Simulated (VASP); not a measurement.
A run of VASP 6.6.1 is set up as follows.

The input INCAR:

```
PREC = Accurate ; ENCUT = 600
EDIFF = 1E-6 ; ISMEAR = 0
SIGMA = 0.1 ; LREAL = False
LASPH = True ; NELM = 80
ALGO = Normal ; ISIF = 3
LWAVE = False ; LCHARG = False
GGA = PE ; IBRION = 2
NSW = 100 ; EDIFFG = -0.01
```

KPOINTS

```
regular mesh
0
Gamma
  14 14 14
```

The input POSCAR:

```
BaP
1.0
    3.9089474100      0.0000000000      0.0000000000
    0.0000000000      3.9089474100      0.0000000000
    0.0000000000      0.0000000000      3.9089474100
Ba P
1 1
Direct
    0.0000000000      0.0000000000      0.0000000000
    0.5000000000      0.5000000000      0.5000000000
```

Potentials or basis: VASP PAW PBE potentials, release 64 (Ba_sv, P).

Run with:

```sh
$ cat potpaw_PBE.64/Ba_sv/POTCAR potpaw_PBE.64/P/POTCAR > POTCAR
$ mpirun -np 1 vasp_std > vasp.out
```

Q: Estimate the relaxed volume.

A: 30.54 Å³/atom.

Q: Estimate the band gap on the k mesh.

A: Zero (an odd number of electrons rules out a gap without spin polarisation).

Step by step:
```csv
step,energy change (eV),largest force (eV/Å),pressure (GPa),volume (Å³)
1,0.0000,0.0000,0.90,59.73
2,-0.0037,0.0000,-0.07,61.18
3,-0.0037,0.0000,0.00,61.08
```

Caveat: spin-orbit coupling is left out, which moves the levels of the heavy elements.
